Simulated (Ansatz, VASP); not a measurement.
## BaTiO3: VASP beside Ansatz

File POSCAR:

```
BaTiO3
1.0
    3.9262572815      0.0000000000      0.0000000000
    0.0000000000      2.7762983384      2.7762656432
    0.0000000000     -2.7762983384      2.7762656432
Ba Ti O
1 1 3
Direct
    0.0000000000     -0.0038752435     -0.0038752435
    0.5000000000      0.4962648504      0.4962648504
    0.5000000000      0.9957677299      0.4958713478
    0.5000000000      0.4958713478      0.9957677299
    0.0000000000      0.4958713154      0.4958713154
```

Contents of INCAR.step1:

```
PREC     = Accurate       # precision mode
ENCUT    = 520            # plane-wave cutoff, eV
ISMEAR   = 0              # smearing method
SIGMA    = 0.02           # smearing width, eV
LREAL    = False          # projectors in reciprocal space
LASPH    = True           # aspherical terms in the spheres
NELM     = 150            # most SCF steps
LMAXMIX  = 4              # l up to which the mixer works
LDAU     = True           # DFT+U
LDAUTYPE = 2            
LDAUL    = -1 2 -1        # shell
LDAUU    = 0 4 0          # U, eV
LDAUJ    = 0 0 0        
NBANDS   = 28             # bands
GGA      = PE             # functional
ALGO     = Normal         # electronic algorithm
EDIFF    = 1E-4           # SCF threshold, eV
LWAVE    = True           # write WAVECAR
LCHARG   = False          # write CHGCAR
```

File INCAR.step2:

```
PREC     = Accurate       # precision mode
ENCUT    = 520            # plane-wave cutoff, eV
EDIFF    = 1E-7           # SCF threshold, eV
ISMEAR   = 0              # smearing method
SIGMA    = 0.02           # smearing width, eV
LREAL    = False          # projectors in reciprocal space
LASPH    = True           # aspherical terms in the spheres
NELM     = 150            # most SCF steps
ALGO     = Normal         # electronic algorithm
ISIF     = 2              # what is computed and relaxed
LWAVE    = False          # write WAVECAR
LCHARG   = False          # write CHGCAR
LMAXMIX  = 4              # l up to which the mixer works
LDAU     = True           # DFT+U
LDAUTYPE = 2            
LDAUL    = -1 2 -1        # shell
LDAUU    = 0 4 0          # U, eV
LDAUJ    = 0 0 0        
LDAUPRINT= 1            
METAGGA  = R2SCAN         # meta-GGA
LMIXTAU  = True         
NBANDS   = 28             # bands
ISTART   = 1
```

KPOINTS

```
regular mesh
0
Gamma
  6 6 6
```

Input for Ansatz:

```yaml
crystal:
  lattice:
    - [3.9262572815, 0.0, 0.0]
    - [0.0, 2.7762983384, 2.7762656432]
    - [0.0, -2.7762983384, 2.7762656432]
  atoms:
    - { symbol: Ba, position: [0.0, -0.0038752435, -0.0038752435] }
    - { symbol: Ti, position: [0.5, 0.4962648504, 0.4962648504] }
    - { symbol: O, position: [0.5, 0.9957677299, 0.4958713478] }
    - { symbol: O, position: [0.5, 0.4958713478, 0.9957677299] }
    - { symbol: O, position: [0.0, 0.4958713154, 0.4958713154] }
basis:
  ecutwfc: 500
kpoints:
  mp_grid: { grid: [6, 6, 6] }
  band_path: { path: [VBM, CBM], npoints: 2 }
hamiltonian:
  xc: r2scan
  hubbard: { sites: [{ species: Ti, l: d, u_eff: 4.0 }] }
scf:
  occupations: { method: gaussian, width: 0.02 }
output:
  forces: true
  stress: true
  eigenvalues: true
checkpoint:
  read: start.run
  write: ck
  compress: false
  write_wavefunctions: false
  write_every: 100000
```

Alike in both runs: task single point; functional r2SCAN; k mesh 6 × 6 × 6; occupations gaussian, width 0.02 eV; no spin polarisation; Hubbard terms Ti d U = 4.0 eV.

```csv
,VASP,Ansatz
version,VASP 6.6.1,Ansatz 0.2.0
potentials or method,"VASP PAW PBE potentials, release 64 (Ba_sv, Ti_sv, O), cutoff 520 eV","scalar-relativistic, plane waves, PAW"
valence electrons in the cell,40,40
```

```tsv
	VASP	Ansatz	Ansatz less VASP
gap on the k mesh at the Fermi level (eV)	2.82	2.84	+0.014
least direct gap on the mesh (eV)	2.96	2.92	-0.034
pressure (GPa)	16.8	12.0	-4.77
rms of the force components (eV/Å)	0.007	0.002	-0.0043
```

VASP's potentials were made for PBE, not for r2SCAN. The programs project onto different local orbitals, so the same U acts differently, and such runs can settle in different states. Atom by atom the forces differ by 0.004 eV/Å (rms over components).

Neither program's run includes spin-orbit coupling.
